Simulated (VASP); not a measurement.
Input of a VASP 6.6.1 run:

Contents of INCAR:

```
PREC = Accurate ; ENCUT = 520
EDIFF = 1E-7 ; ISMEAR = 0
SIGMA = 0.05 ; LREAL = False
LASPH = True ; NELM = 80
ALGO = Normal ; ISIF = 2
LWAVE = False ; LCHARG = True
GGA = PS ; LELF = True
LVHAR = True ; NBANDS = 11
```

KPOINTS

```
regular mesh
0
Gamma
  10 10 10
```

Contents of POSCAR:

```
AlN
1.0
    0.0000000000      2.2396523787      2.1631588278
    2.1631588278      0.0000000000      2.1631588278
    2.1631588278      2.2396523787      0.0000000000
Al N
1 1
Direct
   -0.0022533278      0.0022533278      0.0022533278
    0.7543405620      0.7456594380      0.7456594380
```

Potentials or basis: VASP PAW PBE potentials, release 64 (Al, N).

The run is started by

```bash
$ cat potpaw_PBE.64/Al/POTCAR potpaw_PBE.64/N/POTCAR > POTCAR
$ mpirun -np 1 vasp_std > vasp.out
```

Q: Predict the pressure.

A: 0.1 GPa.

Q: What does it give for the band gap on the k mesh?

A: 3.05 eV, indirect (least direct gap 3.99 eV).

Q: Predict the largest force.

A: 0.403 eV/Å.

Forces on the atoms (eV/Å):
```
Al  -0.403  0.000  0.000
N    0.403  0.000  0.000
```

Caveat: the cell differs from its parent crystal (mode 4 frozen in at -0.019 Å, strain +e along z and -e/2 along x and y +0.0233); the PAW data sets were made with another functional, which shifts forces and pressure a little. A k mesh can miss the band edges.
